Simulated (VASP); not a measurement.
Input of a VASP 6.6.1 run:

File INCAR:

```
PREC     = Accurate       # precision mode
ENCUT    = 520            # plane-wave cutoff, eV
EDIFF    = 1E-6           # SCF threshold, eV
ISMEAR   = 0              # smearing method
SIGMA    = 0.2            # smearing width, eV
LREAL    = F              # projectors in reciprocal space
LASPH    = T              # aspherical terms in the spheres
NELM     = 100            # most SCF steps
ALGO     = Normal         # electronic algorithm
ISIF     = 2              # what is computed and relaxed
LWAVE    = F              # write WAVECAR
LCHARG   = F              # write CHGCAR
GGA      = PE             # functional
NBANDS   = 50             # bands
```

File KPOINTS:

```
regular mesh
0
Gamma
  4 4 2
```

POSCAR

```
ScGa5S
1.0
    3.9041623269      0.0000000000      0.0000000000
    0.0000000000      3.9041623269      0.0000000000
    0.0000000000      0.0000000000      9.2090551733
Sc Ga S
1 5 1
Direct
    0.0000000000      0.0000000000      0.5000000000
    0.0000000000      0.5000000000      0.2702839219
    0.5000000000      0.0000000000      0.2702839219
    0.0000000000      0.5000000000      0.7297160781
    0.5000000000      0.0000000000      0.7297160781
    0.5000000000      0.5000000000      0.0000000000
    0.0000000000      0.0000000000      0.0000000000
```

Potentials or basis: VASP PAW PBE potentials, release 64 (Sc_sv, Ga_d, S).

Launch:

```console
$ cat potpaw_PBE.64/Sc_sv/POTCAR potpaw_PBE.64/Ga_d/POTCAR potpaw_PBE.64/S/POTCAR > POTCAR
$ mpirun -np 1 vasp_std > vasp.out
```

Problem. What does it give for the pressure?

Solution. -0.2 GPa.

Problem. What does it give for the band gap on the k mesh?

Solution. Zero (band 41 reaches 5.57 eV, above the bottom of band 42 at 3.76 eV).

Problem. Estimate the largest force.

Solution. 0.009 eV/Å.

Stress tensor (GPa, compression positive):
```
-0.23  0.00  0.00
 0.00 -0.23  0.00
 0.00  0.00 -0.03
```

Caveat: the k points lie up to 0.40 Å⁻¹ apart.
